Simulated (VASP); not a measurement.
# ScPt (Pm-3m) in VASP: further runs

Runs on ScPt. Level: LDA. Tasks: electric field gradients.

All numbers are computed with VASP 6.6.1; they aren't measurements. Logs are shortened: lines on timing, memory, paths and dates and some standing lists are left out, and cuts for length are marked.

**1. The cell of the first run**

Symmetry: Pm-3m, No. 221, cubic system. Conventional cell: a = 3.313 Å, b = 3.313 Å, c = 3.313 Å, α = 90.00°, β = 90.00°, γ = 90.00°. Within 3.8 Å of Sc (site symmetry m-3m) lie 8 Pt at 2.87 Å and 6 Sc at 3.31 Å. Within 3.8 Å of Pt (site symmetry m-3m) lie 8 Sc at 2.87 Å and 6 Pt at 3.31 Å.

**2. Electric field gradients, LDA (18.18 Å³/atom)**

Input file INCAR:

```
PREC = Accurate ; ENCUT = 520
EDIFF = 1E-8 ; ISMEAR = -1
SIGMA = 0.05 ; LREAL = False
LASPH = True ; NELM = 80
ALGO = Normal ; ISIF = 2
LWAVE = False ; LCHARG = False
GGA = CA ; LEFG = True
NBANDS = 18
```

Input file KPOINTS:

```
Automatic mesh
0
Gamma
  10 10 10
```

Input file POSCAR:

```
ScPt
1.0
    3.3130312505      0.0000000000      0.0000000000
    0.0000000000      3.3130312505      0.0000000000
    0.0000000000      0.0000000000      3.3130312505
Sc Pt
1 1
Direct
    0.5000000000      0.5000000000      0.5000000000
    0.0000000000      0.0000000000      0.0000000000
```

Potentials or basis: VASP PAW LDA potentials, release 64 (Sc_sv, Pt).

Command:

```bash
$ cat potpaw_LDA.64/Sc_sv/POTCAR potpaw_LDA.64/Pt/POTCAR > POTCAR
$ mpirun -np 1 vasp_std > vasp.out
```

OUTCAR:

```text
PREC = Accurate
   ENCUT = 520
   EDIFF = 1E-8
   ISMEAR = -1
   LREAL = False
   LASPH = True
   NELM = 80
   ISIF = 2
   GGA = CA

 ion  position               nearest neighbor table
   1  0.500  0.500  0.500-   2 2.87   2 2.87   2 2.87   2 2.87   2 2.87   2 2.87   2 2.87   2 2.87

   2  0.000  0.000  0.000-   1 2.87   1 2.87   1 2.87   1 2.87   1 2.87   1 2.87   1 2.87   1 2.87

  LATTYP: Found a simple cubic cell.
 ALAT       =     3.3130312505

  Lattice vectors:

 A1 = (   3.3130312505,   0.0000000000,   0.0000000000)
 A2 = (   0.0000000000,   3.3130312505,   0.0000000000)
 A3 = (   0.0000000000,   0.0000000000,   3.3130312505)

Analysis of symmetry for initial positions (statically):
=====================================================================
 Subroutine PRICEL returns:
 Original cell was already a primitive cell.

 Routine SETGRP: Setting up the symmetry group for a
 simple cubic supercell.

 Subroutine GETGRP returns: Found 48 space group operations
 (whereof 48 operations were pure point group operations)
 out of a pool of 48 trial point group operations.

The static configuration has the point symmetry O_h .

Analysis of symmetry for dynamics (positions and initial velocities):
=====================================================================
 Subroutine PRICEL returns:
 Original cell was already a primitive cell.

 Routine SETGRP: Setting up the symmetry group for a
 simple cubic supercell.

 Subroutine GETGRP returns: Found 48 space group operations
 (whereof 48 operations were pure point group operations)
 out of a pool of 48 trial point group operations.

The dynamic configuration has the point symmetry O_h .

 Subroutine INISYM returns: Found 48 space group operations
 (whereof 48 operations are pure point group operations),
 and found     1 'primitive' translations

----------------------------------------------------------------------------------------

                                     Primitive cell

  volume of cell :      36.3644

  direct lattice vectors                    reciprocal lattice vectors
     3.313031250  0.000000000  0.000000000     0.301838384  0.000000000  0.000000000
     0.000000000  3.313031250  0.000000000     0.000000000  0.301838384  0.000000000
     0.000000000  0.000000000  3.313031250     0.000000000  0.000000000  0.301838384

  length of vectors
     3.313031250  3.313031250  3.313031250     0.301838384  0.301838384  0.301838384

  position of ions in fractional coordinates (direct lattice)
     0.500000000  0.500000000  0.500000000
     0.000000000  0.000000000  0.000000000

  ion indices of the primitive-cell ions
   primitive index   ion index
                 1           1
                 2           2

----------------------------------------------------------------------------------------

 KPOINTS: Automatic mesh

Automatic generation of k-mesh.
 Grid dimensions read from file:
 generate k-points for:   10   10   10

 Generating k-lattice:

  Cartesian coordinates                     Fractional coordinates (reciprocal lattice)
     0.030183838  0.000000000  0.000000000     0.100000000  0.000000000  0.000000000
     0.000000000  0.030183838  0.000000000     0.000000000  0.100000000  0.000000000
     0.000000000  0.000000000  0.030183838     0.000000000  0.000000000  0.100000000

  Length of vectors
     0.030183838  0.030183838  0.030183838

  Shift w.r.t. Gamma in fractional coordinates (k-lattice)
     0.000000000  0.000000000  0.000000000

 Subroutine IBZKPT returns following result:
 ===========================================

 Found     56 irreducible k-points:

 Following reciprocal coordinates:
            Coordinates               Weight
  0.000000  0.000000  0.000000      1.000000
  0.100000  0.000000  0.000000      6.000000
  0.200000  0.000000  0.000000      6.000000
  0.300000  0.000000  0.000000      6.000000
  0.400000  0.000000  0.000000      6.000000
  0.500000  0.000000  0.000000      3.000000
[... 16 lines left out ...]
  0.200000  0.100000  0.100000     24.000000
  0.300000  0.100000  0.100000     24.000000
 [... further k-points ...]
   k-points           NKPTS =     56   k-points in BZ     NKDIM =     56   number of bands    NBANDS=     18
   number of dos      NEDOS =    301   number of ions     NIONS =      2
   total plane-waves  NPLWV =  21952
   dimension x,y,z NGX =    28 NGY =   28 NGZ =   28
   dimension x,y,z NGXF=    56 NGYF=   56 NGZF=   56
   ions per type =               1   1
   NGX,Y,Z   is equivalent  to a cutoff of  14.05, 14.05, 14.05 a.u.
   NGXF,Y,Z  is equivalent  to a cutoff of  28.10, 28.10, 28.10 a.u.
 SYSTEM =  unknown system
   PREC   = accura    normal or accurate (medium, high low for compatibility)
   ISTART =      0    job   : 0-new  1-cont  2-samecut
   ICHARG =      2    charge: 1-file 2-atom 10-const
   ISPIN  =      1    spin polarized calculation?
   LNONCOLLINEAR =      F non collinear calculations
   LSORBIT =      F    spin-orbit coupling
   LASPH  =      T    aspherical Exc in radial PAW
   ENCUT  =  520.0 eV  38.22 Ry    6.18 a.u.   6.16  6.16  6.16*2*pi/ulx,y,z
   NELM   =     80;   NELMIN=  2; NELMDL= -5     # of ELM steps
   EDIFF  = 0.1E-07   stopping-criterion for ELM
   LREAL  =      F    real-space projection
   EDIFFG = 0.1E-06   stopping-criterion for IOM
   NSW    =      0    number of steps for IOM
   IBRION =     -1    ionic relax: 0-MD 1-quasi-New 2-CG
   NFREE  =      0    steps in history (QN), initial steepest desc. (CG)
   ISIF   =      2    stress and relaxation
   ISYM   =      2    0-nonsym 1-usesym 2-fastsym
   POTIM  = 0.5000    time-step for ionic-motion
   TEBEG  =    0.0;   TEEND  =   0.0 temperature during run
   PSTRESS=    0.0 pullay stress
   NELECT =      21.0000    total number of electrons
   NUPDOWN=      -1.0000    fix difference up-down
   EMIN   =  10.00;   EMAX   =-10.00  energy-range for DOS
   EFERMI =   0.00;   METHOD = LEGACY
   ISMEAR =    -1;   SIGMA  =   0.05  broadening in eV -4-tet -1-fermi 0-gaus
   EFERMI_NEDOS =   21; number of points for ismear=-14 and -15
   IALGO  =     38    algorithm
   IMIX   =      4    mixing-type and parameters
     AMIX     =   0.40;   BMIX     =  1.00
     AMIX_MAG =   1.60;   BMIX_MAG =  1.00
  volume/ion in A,a.u.               =      18.18       122.70
  Fermi-wavevector in a.u.,A,eV,Ry     =   1.363293  2.576249 25.287334  1.858567
  Thomas-Fermi vector in A             =   2.489708
   LORBIT       =      0    0 simple, 1 ext, 2 COOP (PROOUT), +10 PAW based schemes
   GGA     = CA    functional components
   LHFCALC =     F    Hartree Fock is set to
   AEXX    =    0.0000 exact exchange contribution
   IVDW    =     0    specifies the selected vdW correction
   LEPSILON=     F    determine dielectric tensor
   LRPA    =     F    only Hartree local field effects (RPA)
 non-spin polarized calculation
  energy-cutoff  :      520.00
  volume of cell :       36.36
 maximum number of plane-waves:       996
 NGX is ok and might be reduce to    28
   NGX = 13   NGY = 13   NGZ = 13

 number of electron      21.0000003 magnetization

 Free energy of the ion-electron system (eV)
  ---------------------------------------------------
  ext. energy  EPLUGINS =         0.00000000
  ---------------------------------------------------
  free energy    TOTEN  =       -16.58941970 eV

  energy without entropy =      -16.57473772  energy(sigma->0) =      -16.58207871

 E-fermi :   7.3950     XC(G=0): -12.0348

 val. band max:        7.3856929401   @ k =   0.5000   0.4000   0.3000
 cond. band min:       7.4295013615   @ k =   0.4000   0.2000   0.2000
 fundamental gap:      0.0438084214
 Fermi energy:         7.3949747835

 k-point     1 :       0.0000    0.0000    0.0000
  band No.  band energies     occupation
      1     -41.9415      2.00000
      2     -20.8121      2.00000
      3     -20.8121      2.00000
      4     -20.8121      2.00000
      5      -0.4795      2.00000
      6       2.4183      2.00000
[... 10 lines left out ...]
     17      14.4736      0.00000
     18      14.4736      0.00000

 k-point     2 :       0.1000    0.0000    0.0000
  band No.  band energies     occupation
      1     -41.9397      2.00000
      2     -20.8329      2.00000
      3     -20.8110      2.00000
      4     -20.8110      2.00000
      5      -0.3032      2.00000
      6       2.4808      2.00000
[... 10 lines left out ...]
     17      15.0323      0.00000
     18      15.0323      0.00000

 k-point     3 :       0.2000    0.0000    0.0000
  band No.  band energies     occupation
      1     -41.9347      2.00000
      2     -20.8870      2.00000
      3     -20.8082      2.00000
      4     -20.8082      2.00000
      5       0.1997      2.00000
      6       2.6558      2.00000
[... 10 lines left out ...]
     17      16.3381      0.00000
     18      16.3381      0.00000

 k-point     4 :       0.3000    0.0000    0.0000
  band No.  band energies     occupation
      1     -41.9286      2.00000
      2     -20.9531      2.00000
      3     -20.8047      2.00000
      4     -20.8047      2.00000
      5       0.9332      2.00000
      6       2.9002      2.00000
[... 10 lines left out ...]
     17      17.9840      0.00000
     18      17.9840      0.00000

 k-point     5 :       0.4000    0.0000    0.0000
  band No.  band energies     occupation
      1     -41.9236      2.00000
      2     -21.0060      2.00000
      3     -20.8019      2.00000
      4     -20.8019      2.00000
      5       1.6630      2.00000
      6       3.1297      2.00000
[... 10 lines left out ...]
     17      19.7353      0.00000
     18      19.7353      0.00000

 k-point     6 :       0.5000    0.0000    0.0000
  band No.  band energies     occupation
      1     -41.9217      2.00000
      2     -21.0260      2.00000
      3     -20.8008      2.00000
      4     -20.8008      2.00000
      5       1.9841      2.00000
      6       3.2276      2.00000
[... 307 lines left out ...]
 k-point    21 :       0.5000    0.5000    0.0000
  band No.  band energies     occupation
      1     -41.9053      2.00000
      2     -20.9850      2.00000
      3     -20.9850      2.00000
      4     -20.7788      2.00000
      5       2.0928      2.00000
      6       2.2938      2.00000
[... 10 lines left out ...]
     17      13.6934      0.00000
     18      15.9842      0.00000

 k-point    22 :       0.1000    0.1000    0.1000
  band No.  band energies     occupation
      1     -41.9360      2.00000
      2     -20.8346      2.00000
      3     -20.8279      2.00000
      4     -20.8279      2.00000
      5       0.0375      2.00000
      6       2.6695      2.00000
[... 10 lines left out ...]
     17      14.6768      0.00000
     18      14.6768      0.00000

 k-point    23 :       0.2000    0.1000    0.1000
  band No.  band energies     occupation
      1     -41.9312      2.00000
      2     -20.8833      2.00000
      3     -20.8273      2.00000
      4     -20.8250      2.00000
      5       0.5152      2.00000
      6       2.8230      2.00000
[... 10 lines left out ...]
     17      15.5075      0.00000
     18      15.8990      0.00000

 k-point    24 :       0.3000    0.1000    0.1000
  band No.  band energies     occupation
      1     -41.9252      2.00000
      2     -20.9475      2.00000
      3     -20.8219      2.00000
      4     -20.8215      2.00000
      5       1.2002      2.00000
      6       3.0361      2.00000
[... 10 lines left out ...]
     17      16.6121      0.00000
     18      17.3763      0.00000

 [... further k-points ...]
[... 5 lines left out ...]
  --------------------------------------------------------------------------------------
  -------------------------------------------------------------------------------------
  Total       -2.2341500     -2.2341500     -2.2341500     -0.0000000     -0.0000000      0.0000000
  in kB      -98.4342659    -98.4342659    -98.4342659     -0.0000000     -0.0000000      0.0000000
  external PRESSURE =     -98.4342659 kB  Pullay stress =       0.0000000 kB

 VOLUME and BASIS-vectors are now :
 -----------------------------------------------------------------------------
  energy-cutoff  :      520.00
  volume of cell :       36.36
      direct lattice vectors                 reciprocal lattice vectors
     3.313031250  0.000000000  0.000000000     0.301838384  0.000000000  0.000000000
     0.000000000  3.313031250  0.000000000     0.000000000  0.301838384  0.000000000
     0.000000000  0.000000000  3.313031250     0.000000000  0.000000000  0.301838384

 POSITION                                       TOTAL-FORCE (eV/Angst)
 -----------------------------------------------------------------------------------
      1.65652      1.65652      1.65652         0.000000      0.000000      0.000000
      0.00000      0.00000      0.00000         0.000000      0.000000      0.000000
 -----------------------------------------------------------------------------------
    total drift:                                0.000000      0.000000      0.000000

  FREE ENERGIE OF THE ION-ELECTRON SYSTEM (eV)
  ---------------------------------------------------
  free  energy   TOTEN  =       -16.5894197018 eV

  energy  without entropy=      -16.5747377161  energy(sigma->0) =      -16.58207871

 Electric field gradients (V/A^2)
---------------------------------------------------------------------
 ion       V_xx      V_yy      V_zz      V_xy      V_xz      V_yz
---------------------------------------------------------------------
   1       0.000    -0.000     0.000     0.000    -0.000     0.000
   2      -0.000    -0.000    -0.000     0.000    -0.000     0.000
---------------------------------------------------------------------

 Electric field gradients after diagonalization (V/A^2)
 (convention: |V_zz| > |V_xx| > |V_yy|)
----------------------------------------------------------------------
 ion       V_xx      V_yy      V_zz     asymmetry (V_yy - V_xx)/ V_zz
----------------------------------------------------------------------
   1      -0.000     0.000     0.000       0.426
   2      -0.000    -0.000    -0.000      -0.651
----------------------------------------------------------------------

           NMR quadrupolar parameters

 Cq : quadrupolar parameter    Cq=e*Q*V_zz/h
 eta: asymmetry parameters     (V_yy - V_xx)/ V_zz
 Q  : nuclear electric quadrupole moment in mb (millibarn)
----------------------------------------------------------------------
 ion       Cq(MHz)       eta       Q (mb)
----------------------------------------------------------------------
   1       0.000       0.426       1.000
   2      -0.000      -0.651       1.000
----------------------------------------------------------------------
```

Run time: 58 s. Hardware: 1 thread of AMD EPYC 7R13, shared host; peak memory 0.14 GiB.

Results:

* Free energy: -16.5894 eV
* Pressure: -9.8 GPa
* Band gap on the k mesh: zero (an odd number of electrons rules out a gap without spin polarisation)
* Largest electric field gradient by atom: zero within the noise of the run

Levels at points of the mesh, in eV from the Fermi level:
```
           k point  band 7  band 8  band 9  band 10  band 11  band 12  band 13  band 14
(0.00, 0.00, 0.00)   -4.98   -2.74   -2.74    -2.74     1.36     1.36     3.26     3.26
(0.50, 0.00, 0.00)   -3.24   -3.11   -3.11    -2.36    -0.93    -0.10     1.13     1.13
(0.50, 0.50, 0.00)   -3.73   -3.73   -1.57    -0.83     0.31     0.31     1.83     3.31
(0.50, 0.50, 0.50)   -4.16   -1.52   -1.52    -1.32    -1.32    -1.32     2.86     3.46
```

Caveat: the cell stands under tension; spin-orbit coupling is left out, which moves the levels of the heavy elements.

(Part 1 of 2 ends here.)
